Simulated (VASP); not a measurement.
Set up this calculation in VASP 6.6.1, as the native input.

* Task: single point
* Functional: PBEsol
* Potentials or basis: VASP PAW PBE potentials, release 64 (Sn_d, O)
* Cutoff: 520 eV
* k mesh: 12 × 12 × 12
* Occupations: gaussian, width 0.05 eV
* Spin: no spin polarisation
* Dipole correction: no
* Further INCAR settings: ALGO = Normal; EDIFF = 1e-06; NBANDS = 20

The structure of SnO2 lies in POSCAR:

```
SnO2
1.0
    1.6170930752      0.9336291223      5.0526236947
   -1.6170930752      0.9336291223      5.0526236947
    0.0000000000     -1.8672582446      5.0526236947
Sn O
1 2
Direct
    0.5000000000      0.5000000000      0.5000000000
    0.2371700000      0.2371700000      0.2371700000
    0.7628300000      0.7628300000      0.7628300000
```

This cell differs from its parent crystal: strain +0.0525 x Voigt [0, 0, 1, 0, 0, 0].

These files were run (other wordings do the same):

INCAR

```
ALGO = Normal
EDIFF = 1E-6
ENCUT = 520
GGA = PS
ISIF = 2
ISMEAR = 0
LASPH = True
LCHARG = False
LREAL = False
LWAVE = False
NBANDS = 20
NELM = 80
PREC = Accurate
SIGMA = 0.05
```

KPOINTS

```
k-points
0
Gamma
  12 12 12
```

Potentials or basis: VASP PAW PBE potentials, release 64 (Sn_d, O).

Run with:

```sh
$ cat potpaw_PBE.64/Sn_d/POTCAR potpaw_PBE.64/O/POTCAR > POTCAR
$ mpirun -np 1 vasp_std > vasp.out
```

Results of the run:

```
Pressure               : -8.2 GPa
Largest force          : 0.995 eV/Å
Band gap on the k mesh : 1.88 eV (least direct gap 2.00 eV)
```

Caveat: the cell differs from its parent crystal (strain +0.0525 x Voigt [0, 0, 1, 0, 0, 0]); the cell stands under tension; the PAW data sets were made with another functional, which shifts forces and pressure a little; spin-orbit coupling is left out, which moves the levels of the heavy elements.

Run time: 4.5 min on 1 thread of Intel(R) Xeon(R) Platinum 8559C (Emerald Rapids) (shared host), peak memory 0.34 GiB.
